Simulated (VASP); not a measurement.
# CsLiCr2Te2S3 (C2/m) in VASP: notebook, part 2 of 2

VASP 6.6.1. The steps go on from the part before.

**3. Single point, PBE, collinear spin, ferromagnetic start**

This run uses another cell than the first one, of 23.29 Å³/atom, 0.938 times its volume.

File INCAR:

```
SYSTEM = CsLiCr2Te2S3
PREC = Accurate
ENCUT = 750
EDIFF = 1E-6
ISMEAR = -1
SIGMA = 0.05
LREAL = .False.
LASPH = .True.
NELM = 200
ALGO = Normal
ISIF = 2
LWAVE = .False.
LCHARG = .False.
ISPIN = 2
MAGMOM = 0 0 3 3 0 0 0 0 0
LORBIT = 11
LMAXMIX = 4
GGA = PE
NBANDS = 47
GGA_COMPAT = .False.
KPAR = 4
```

File KPOINTS:

```
regular mesh
0
Gamma
  5 5 3
  0 0 0
```

File POSCAR:

```
CsLiCr2Te2S3
1.0
    7.2336030126     -2.0626829009      0.0223850210
    7.2336030126      2.0626829009      0.0223850210
   -2.5083918166      0.0000000000      7.0164654749
Cs Li Cr Te S
1 1 2 2 3
Direct
    0.5000000000      0.5000000000      0.0000000000
    0.0000000000      0.0000000000      0.5000000000
    0.3280845219      0.3280845219      0.4344022927
    0.6719154781      0.6719154781      0.5655977073
    0.8127625242      0.8127625242      0.1652911811
    0.1872374758      0.1872374758      0.8347088189
    0.1610143183      0.1610143183      0.3811823498
    0.8389856817      0.8389856817      0.6188176502
    0.5000000000      0.5000000000      0.5000000000
```

Potentials or basis: VASP PAW PBE potentials, release 64 (Cs_sv, Li_sv, Cr_pv, Te, S).

Command:

```
$ cat potpaw_PBE.64/Cs_sv/POTCAR potpaw_PBE.64/Li_sv/POTCAR potpaw_PBE.64/Cr_pv/POTCAR potpaw_PBE.64/Te/POTCAR potpaw_PBE.64/S/POTCAR > POTCAR
$ mpirun -np 4 vasp_std > vasp.out
```

OUTCAR:

```text
SYSTEM = CsLiCr2Te2S3
   PREC = Accurate
   ENCUT = 750
   EDIFF = 1E-6
   ISMEAR = -1
   LREAL = .False.
   LASPH = .True.
   NELM = 200
   ISIF = 2
   ISPIN = 2
   LORBIT = 11
   GGA = PE

 ion  position               nearest neighbor table
   1  0.500  0.500  0.000-
   2  0.000  0.000  0.500-   9 2.06   9 2.06   5 3.01   6 3.01
   3  0.328  0.328  0.434-   7 2.32   9 2.37   8 2.45   8 2.45   5 2.83   5 2.83
   4  0.672  0.672  0.566-   8 2.32   9 2.37   7 2.45   7 2.45   6 2.83   6 2.83
   5  0.813  0.813  0.165-   3 2.83   3 2.83   2 3.01   6 3.26   6 3.26
   6  0.187  0.187  0.835-   4 2.83   4 2.83   2 3.01   5 3.26   5 3.26
   7  0.161  0.161  0.381-   3 2.32   4 2.45   4 2.45
   8  0.839  0.839  0.619-   4 2.32   3 2.45   3 2.45
   9  0.500  0.500  0.500-   2 2.06   2 2.06   3 2.37   4 2.37

  LATTYP: Found a base centered monoclinic cell.
 ALAT       =    14.4672752975
 B/A-ratio  =     0.2851515380
 C/A-ratio  =     0.5150495375
 COS(beta)  =    -0.3337197087

  Lattice vectors:

 A1 = (   7.2336030126,  -2.0626829009,   0.0223850210)
[... 2532 lines left out ...]
 -----------------------------------------------------------------------------
  energy-cutoff  :      750.00
  volume of cell :      209.61
      direct lattice vectors                 reciprocal lattice vectors
     7.233603013 -2.062682901  0.022385021     0.069045461 -0.242402746  0.024683805
     7.233603013  2.062682901  0.022385021     0.069045461  0.242402746  0.024683805
    -2.508391817  0.000000000  7.016465475    -0.000440559  0.000000000  0.142364401

 POSITION                                       TOTAL-FORCE (eV/Angst)
 -----------------------------------------------------------------------------------
      7.23360      0.00000      0.02239        -0.000000      0.000000      0.000000
     -1.25420      0.00000      3.50823        -0.000000      0.000000      0.000000
      3.65682      0.00000      3.06266        -0.005907      0.000000      0.001334
      8.30200      0.00000      3.99858         0.005907      0.000000     -0.001334
     11.34379      0.00000      1.19615        -0.006526      0.000000     -0.006556
      0.61503      0.00000      5.86509         0.006526      0.000000      0.006556
      1.37327      0.00000      2.68176        -0.002190      0.000000      0.003392
     10.58554      0.00000      4.37947         0.002190      0.000000     -0.003392
      5.97941      0.00000      3.53062        -0.000000     -0.000000      0.000000
 -----------------------------------------------------------------------------------
    total drift:                                0.000000     -0.000000     -0.000000

  FREE ENERGIE OF THE ION-ELECTRON SYSTEM (eV)
  ---------------------------------------------------
  free  energy   TOTEN  =       -45.6836377866 eV

  energy  without entropy=      -45.6435069271  energy(sigma->0) =      -45.66357236

 total charge

# of ion       s       p       d       tot
------------------------------------------
    1        1.833   4.698   0.041   6.572
    2        2.043   0.092   0.000   2.135
    3        0.273   6.246   4.092  10.610
    4        0.273   6.246   4.092  10.610
    5        1.392   1.925   0.030   3.347
    6        1.392   1.925   0.030   3.347
    7        1.341   2.374   0.000   3.715
    8        1.341   2.374   0.000   3.715
    9        1.330   2.498   0.000   3.828
--------------------------------------------------
tot         11.217  28.379   8.284  47.879

 magnetization (x)

# of ion       s       p       d       tot
------------------------------------------
    1        0.000  -0.002   0.001  -0.001
    2        0.002   0.003   0.000   0.004
    3        0.039   0.029   2.804   2.873
    4        0.039   0.029   2.804   2.873
    5        0.001  -0.107   0.003  -0.104
    6        0.001  -0.107   0.003  -0.104
    7       -0.005  -0.132   0.000  -0.137
    8       -0.005  -0.132   0.000  -0.137
    9       -0.002  -0.013   0.000  -0.015
--------------------------------------------------
tot          0.070  -0.432   5.616   5.254
```

OSZICAR:

```text
N       E                     dE             d eps       ncg     rms          rms(c)
DAV:   1     0.678641743649E+03    0.67864E+03   -0.37231E+04  4704   0.172E+03
DAV:   2     0.223827434849E+02   -0.65626E+03   -0.62416E+03  4814   0.380E+02
DAV:   3    -0.472996034634E+02   -0.69682E+02   -0.67502E+02  5801   0.116E+02
DAV:   4    -0.522640617984E+02   -0.49645E+01   -0.49489E+01  7312   0.235E+01
DAV:   5    -0.524881286058E+02   -0.22407E+00   -0.22379E+00  6667   0.431E+00    0.267E+01
DAV:   6    -0.783990151473E+02   -0.25911E+02   -0.11187E+02  5023   0.628E+01    0.679E+01
DAV:   7    -0.440702258852E+02    0.34329E+02   -0.67062E+01  5254   0.741E+01    0.154E+01
DAV:   8    -0.453551768755E+02   -0.12850E+01   -0.85497E+00  5110   0.102E+01    0.730E+00
DAV:   9    -0.456172814686E+02   -0.26210E+00   -0.83331E-01  5859   0.420E+00    0.403E+00
DAV:  10    -0.456576737849E+02   -0.40392E-01   -0.24732E-01  6057   0.249E+00    0.229E+00
DAV:  11    -0.456720654919E+02   -0.14392E-01   -0.49157E-02  5544   0.110E+00    0.137E+00
DAV:  12    -0.456823708482E+02   -0.10305E-01   -0.15883E-02  5468   0.692E-01    0.549E-01
DAV:  13    -0.456834645602E+02   -0.10937E-02   -0.39477E-03  6128   0.292E-01    0.272E-01
DAV:  14    -0.456835808333E+02   -0.11627E-03   -0.39294E-04  5844   0.800E-02    0.168E-01
DAV:  15    -0.456836252882E+02   -0.44455E-04   -0.16017E-04  5761   0.569E-02    0.729E-02
DAV:  16    -0.456836348270E+02   -0.95389E-05   -0.53868E-05  5705   0.332E-02    0.233E-02
DAV:  17    -0.456836376904E+02   -0.28634E-05   -0.10527E-05  5385   0.157E-02    0.137E-02
DAV:  18    -0.456836377866E+02   -0.96144E-07   -0.84101E-07  3236   0.491E-03
   1 F= -.45683638E+02 E0= -.45663572E+02  d E =-.401309E-01  mag=     5.5358
```

It took 6.3 min on 4 MPI ranks of Intel Xeon 6975P-C (Granite Rapids), shared host; peak memory 1.4 GiB.

What came out:

```yaml
Free_energy: -45.6836 eV
Pressure: 2.0 GPa
Largest_force: 0.009 eV/Å
Net_moment: 5.54 μB per cell
Site_moments: Cs -0.00; Li +0.00; Cr +2.87; Te -0.10; S -0.14, -0.01 μB
Valence_electrons_inside_the_program's_atomic_spheres: Cs 6.57; Li 2.13; Cr 10.61; Te 3.35; S 3.71, 3.83
```

Forces on the atoms (eV/Å):
```
Cs   0.000  0.000  0.000
Li   0.000  0.000  0.000
Cr  -0.006  0.000  0.001
Cr   0.006  0.000 -0.001
Te  -0.007  0.000 -0.007
Te   0.007  0.000  0.007
S   -0.002  0.000  0.003
S    0.002  0.000 -0.003
S    0.000  0.000  0.000
```

Caveat: spin-orbit coupling is left out, which moves the levels of the heavy elements; only a ferromagnetic start was run, and an antiferromagnetic order may lie lower in energy. With open d or f shells a metallic result of PBE can be an artefact of self-interaction; +U or a hybrid may open a gap.
